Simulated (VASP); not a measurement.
Write the native input for VASP 6.6.1 that does the following.

| Property | Result |
| --- | --- |
| Task | relaxation of cell and atoms |
| Functional | PBE |
| Potentials or basis | VASP PAW PBE potentials, release 64 (Sc_sv, Si, F) |
| Cutoff | 600 eV |
| k mesh | 3 × 3 × 4 |
| Occupations | gaussian, width 0.1 eV |
| Spin | no spin polarisation |
| Dipole correction | no |
| Further INCAR settings | ALGO = Normal; EDIFF = 1e-06; IBRION = 2; EDIFFG = -0.04; NSW = 90; ISIF = 3 |

The structure of Sc3SiF lies in POSCAR:

```
Sc3SiF
1.0
    5.9328845300      0.0000000000      0.0000000000
   -2.9664422700      5.1380287200      0.0000000000
    0.0000000000      0.0000000000      5.0910484100
Sc Si F
6 2 2
Direct
    0.8381692300      0.6763384600      0.2500000000
    0.8381692300      0.1618307700      0.2500000000
    0.6763384600      0.8381692300      0.7500000000
    0.1618307700      0.3236615400      0.7500000000
    0.3236615400      0.1618307700      0.2500000000
    0.1618307700      0.8381692300      0.7500000000
    0.3333333300      0.6666666700      0.2500000000
    0.6666666700      0.3333333300      0.7500000000
    0.0000000000      0.0000000000      0.5000000000
    0.0000000000      0.0000000000      0.0000000000
```

The input as run:

INCAR

```
  ALGO = Normal
  EDIFF = 1E-6
  EDIFFG = -0.04
  ENCUT = 600
  GGA = PE
  IBRION = 2
  ISIF = 3
  ISMEAR = 0
  LASPH = T
  LCHARG = F
  LREAL = F
  LWAVE = F
  NELM = 100
  NSW = 90
  PREC = Accurate
  SIGMA = 0.1
```

KPOINTS

```
k-points
0
Gamma
  3 3 4
```

Potentials or basis: VASP PAW PBE potentials, release 64 (Sc_sv, Si, F).

Launch:

```sh
$ cat potpaw_PBE.64/Sc_sv/POTCAR potpaw_PBE.64/Si/POTCAR potpaw_PBE.64/F/POTCAR > POTCAR
$ mpirun -np 1 vasp_std > vasp.out
```

It gave:

```yaml
Relaxed_volume: 16.63 Å³/atom
Relaxed_cell: a = 6.293 Å, b = 6.293 Å, c = 4.850 Å, α = 90.00°, β = 90.00°, γ = 120.00°
Space_group_after_relaxing_to_0.05_Å: P6_3/mmc (No. 194)
Energy_gained_by_relaxing: 313.3 meV/atom
Ionic_steps: 8
Pressure_after_relaxing: 0.2 GPa
Largest_force_after_relaxing: 0.008 eV/Å
Band_gap_on_the_k_mesh: zero (band 44 reaches 6.83 eV, above the bottom of band 45 at 5.65 eV)
```

Caveat: the k points lie up to 0.38 Å⁻¹ apart in the final cell.

Run time: 5.9 min on 1 thread of Intel(R) Xeon(R) 6975P-C (Granite Rapids), on a shared host, peak memory 0.34 GiB.
